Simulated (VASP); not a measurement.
Input of a VASP 6.6.1 run:

INCAR

```
PREC = Accurate
ENCUT = 520
EDIFF = 1E-6
ISMEAR = -1
SIGMA = 0.05
LREAL = Auto
LASPH = True
NELM = 60
ALGO = Normal
ISIF = 2
LWAVE = False
LCHARG = True
GGA = PE
LELF = True
LVHAR = True
NBANDS = 75
```

The input KPOINTS:

```
regular mesh
0
Gamma
  1 1 1
```

The input POSCAR:

```
H2CO2
1.0
    7.3045870000      0.0000000000      0.0000000000
    0.0000000000      8.3425740000      0.0000000000
    0.0000000000      0.0000000000      7.0895180000
O C H
12 6 12
Direct
    0.2744850599      0.4602176738      1.0157531161
    0.0595926916      0.4433403887      0.7826907274
    0.3054929731      0.0507277490      0.0413286206
    0.2450788799     -0.2051165504      0.1465261813
    0.8741356630      0.9451759133      0.3457216697
    0.5898759232      0.8737830794      0.3042519957
    0.7223269433      0.5166151358      0.4733043911
    0.6997657773      0.3706529903      0.2055005714
    1.0777063782      0.9324340425      0.6845599376
    0.8119281761      1.0558971368      0.7592194561
    0.2517733035      0.2062792611      0.6457984873
    0.3126254777      0.4251325790      0.4463632083
    0.1189526526      0.4997498374      0.9259021558
    0.2233254255     -0.0588427505      0.1508142020
    0.6933999143      0.9852115187      0.3468783068
    0.7545258890      0.3945784598      0.3650459735
    0.8980521418      0.9375883271      0.7077208916
    0.3367609969      0.2890954279      0.4957459731
    0.2802211816      0.5443883387      1.1219521553
    0.0137310980      0.5847355984      0.9932410074
    0.3964905887      0.0206051514     -0.0553634253
    0.0999782739      0.0014743651      0.1851324730
    0.9401900477      0.8472684809      0.3119676119
    0.6707839882      1.0992770337      0.2862535930
    0.6245390739      0.5834410339      0.4050345877
    0.8168428961      0.3022328600      0.4507217557
    1.1311659372      1.0382287289      0.6900751222
    0.8709458865      0.8021145512      0.6789460158
    0.1546425554      0.2992721431      0.7196822125
    0.4576302534      0.2340165038      0.4133708385
```

Potentials or basis: VASP PAW PBE potentials, release 64 (O, C, H).

Launch:

```console
$ cat potpaw_PBE.64/O/POTCAR potpaw_PBE.64/C/POTCAR potpaw_PBE.64/H/POTCAR > POTCAR
$ mpirun -np 1 vasp_gam > vasp.out
```

Q: Predict the band gap on the k mesh.

A: 3.54 eV.

Q: What does it give for the largest force?

A: 6.858 eV/Å.

Q: Predict the pressure.

A: 0.5 GPa.

Forces in eV/Å, atoms in the order of the input:
```
O   -1.057  1.826  0.582
O    0.052 -2.287 -2.387
O    0.742  0.738 -0.147
O   -0.046  0.644  0.670
O    1.534  2.857  0.997
O   -1.197  0.827  1.531
O   -1.750  2.733 -0.117
O   -0.113  0.196 -0.767
O    0.490 -0.864 -0.055
O   -0.383 -0.855 -0.434
O   -0.128  2.499 -0.938
O   -1.262  1.602  0.146
C   -0.943  1.619  2.838
C    0.480 -1.474 -3.104
C    0.973 -5.623 -3.804
C   -0.115 -1.738 -0.017
C    0.525 -1.465  0.493
C    1.239 -1.734  0.614
H    0.361 -1.260 -0.965
H    1.531 -0.238  0.164
H    0.005 -0.518  0.608
H   -1.045  0.607  1.727
H   -1.318 -0.595  0.242
H   -0.151  2.217  0.715
H    1.158 -0.362  0.757
H    0.988 -0.548  0.265
H    0.789  1.257 -0.111
H   -1.405  1.443  0.471
H    1.374 -0.612 -1.236
H   -1.327 -0.892  1.260
```

Caveat: the k points lie up to 0.89 Å⁻¹ apart.
